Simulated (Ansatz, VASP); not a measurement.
## One calculation of P, two programs

```
CELL_PARAMETERS angstrom
2.42469 0.00000 0.00000
0.00000 2.43854 0.00000
-0.02031 0.00000 4.85243
ATOMIC_POSITIONS crystal
P 0.00000 0.00000 0.74943
P 0.00000 0.00000 0.25057
```

Alike in both runs: functional r2SCAN; k mesh 6 × 6 × 3; occupations fermi-dirac, width 0.05 eV; no spin polarisation.

|  | VASP | Ansatz |
| --- | --- | --- |
| version | VASP 6.6.1 | Ansatz 0.2.0 |
| potentials or method | VASP PAW PBE potentials, release 64 (P) | Ansatz PAW |
| plane-wave cutoff (eV) | 520 | 500 |
| valence electrons in the cell | 10 | 10 |
| task | single point | projected density of states |

Ansatz gave:

| Property | Result |
| --- | --- |
| gap on the k mesh at the Fermi level (eV) | none |
| pressure (GPa) | 1.1 |
| traceless stress, the component that is largest in VASP (GPa) | 0.31 |
| rms of the force components (eV/Å) | 0.012 |

Estimate VASP's values.

gap on the k mesh at the Fermi level (eV): none; pressure (GPa): 0.6; traceless stress, the component that is largest in VASP (GPa): 0.33; rms of the force components (eV/Å): 0.011.

VASP's potentials were made for PBE, not for r2SCAN. Atom by atom the forces differ by 0.001 eV/Å (rms over components). A gap of «none» marks a metal or a gap that the smearing closes.

The k mesh is coarse, so the values compare programs but aren't converged.
